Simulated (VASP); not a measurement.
Crystal: Fe.

```
CELL_PARAMETERS angstrom
0.00000 1.91550 1.93855
1.47819 0.00000 1.93855
1.47819 1.91550 0.00000
ATOMIC_POSITIONS crystal
Fe 0.00000 0.00000 0.00000
```

Program: VASP 6.6.1. Alike in all runs: task single point; spin collinear, ferromagnetic start; cell as given; k mesh 13 × 13 × 13; cutoff (eV) 520; smearing fermi-dirac 0.05 eV.

Question: Order these runs on this cell by their pressure, lowest first.
A. level PBEsol; potentials or basis VASP PAW PBE potentials, release 64 (Fe)
B. level LDA; potentials or basis VASP PAW LDA potentials, release 64 (Fe)
C. level PBE; potentials or basis VASP PAW PBE potentials, release 64 (Fe)

Answer: B (-12.6 GPa), A (-3.0 GPa), C (6.9 GPa).

Caveats: the PAW data sets were made with another functional, which shifts forces and pressure a little (some runs).
